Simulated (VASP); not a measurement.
HgTe (zincblende type), 2 atoms in the cell. It takes space group F-43m (No. 216, cubic). The conventional cell has a = 5.785 Å, b = 5.785 Å, c = 5.785 Å, α = 90.00°, β = 90.00°, γ = 90.00°. Hg (site symmetry -43m) has 4 Te at 2.50 Å within 3.3 Å. Te (site symmetry -43m) has 4 Hg at 2.50 Å within 3.3 Å. 

| Quantity | Value |
| --- | --- |
| Program | VASP 6.6.1 |
| Task | relaxation of cell and atoms |
| Functional | PBE |
| Potentials or basis | VASP PAW PBE potentials, release 64 (Hg, Te) |
| Cutoff | 600 eV |
| k mesh | 12 × 12 × 12 |
| Occupations | fermi-dirac, width 0.05 eV |
| Spin | no spin polarisation |
| Target pressure | 42 GPa |
| Dipole correction | no |
| Further INCAR settings | ALGO = Normal; EDIFF = 1e-07; IBRION = 2; EDIFFG = -0.005; NSW = 32; ISIF = 3 |

Potentials or basis: VASP PAW PBE potentials, release 64 (Hg, Te).

Command:

```sh
$ cat potpaw_PBE.64/Hg/POTCAR potpaw_PBE.64/Te/POTCAR > POTCAR
$ mpirun -np 1 vasp_std > vasp.out
```

Hardware: 1 thread of Intel(R) Xeon(R) 6975P-C (Granite Rapids) (shared host).

Problem. Estimate the wall time of this run.

Solution. It took 49 s on 1 thread of Intel(R) Xeon(R) 6975P-C (Granite Rapids) (shared host), peak memory 0.24 GiB. Counts: scf iterations 31, k points 72, ion steps 3.
